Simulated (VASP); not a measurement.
Wanted: the native input for a VASP 6.6.1 run.

| Property | Result |
| --- | --- |
| Task | single point |
| Functional | PBE |
| Potentials or basis | VASP PAW PBE potentials, release 64 (Au) |
| Cutoff | 520 eV |
| k mesh | 12 × 12 × 12 |
| Occupations | gaussian, width 0.15 eV |
| Spin | no spin polarisation |
| Dipole correction | no |
| Further INCAR settings | ALGO = Fast; EDIFF = 1e-06; NBANDS = 54 |

The structure of Au lies in POSCAR:

```
Au
1.0
    0.0000000000      4.1580776810     -4.1580776810
    4.1580776810      4.1580776810      0.0000000000
    4.1580776810      0.0000000000     -4.1580776810
Au
8
Direct
    0.5000000000      0.0000000000      0.5000000000
    0.5000000000      0.5000000000      0.5000000000
    0.0000000000      0.0000000000      0.5000000000
    0.0000000000      0.5000000000      0.5000000000
    0.5000000000      0.0000000000      0.0000000000
    0.5000000000      0.5000000000      0.0000000000
    0.0000000000      0.0000000000      0.0000000000
    0.0000000000      0.5000000000      0.0000000000
```

These files were run (other wordings do the same):

INCAR

```
SYSTEM = Au
ALGO = Fast
EDIFF = 1E-6
ENCUT = 520
GGA = PE
ISIF = 2
ISMEAR = 0
LASPH = .TRUE.
LCHARG = .FALSE.
LREAL = .FALSE.
LWAVE = .FALSE.
NBANDS = 54
NELM = 60
PREC = Accurate
SIGMA = 0.15
```

KPOINTS

```
k-points
0
G
  12 12 12
  0 0 0
```

Potentials or basis: VASP PAW PBE potentials, release 64 (Au).

The run is started by

```bash
$ cat potpaw_PBE.64/Au/POTCAR > POTCAR
$ mpirun -np 1 vasp_std > vasp.out
```

It gave:

```yaml
Pressure: -0.3 GPa
Band_gap_on_the_k_mesh: zero (bands 44 and 45 overlap by 1.67 eV)
```

Caveat: spin-orbit coupling is left out, which moves the levels of the heavy elements.

Wall time 7.4 min on 1 thread of Intel(R) Xeon(R) Platinum 8488C (Sapphire Rapids), on a shared host, peak memory 0.56 GiB.
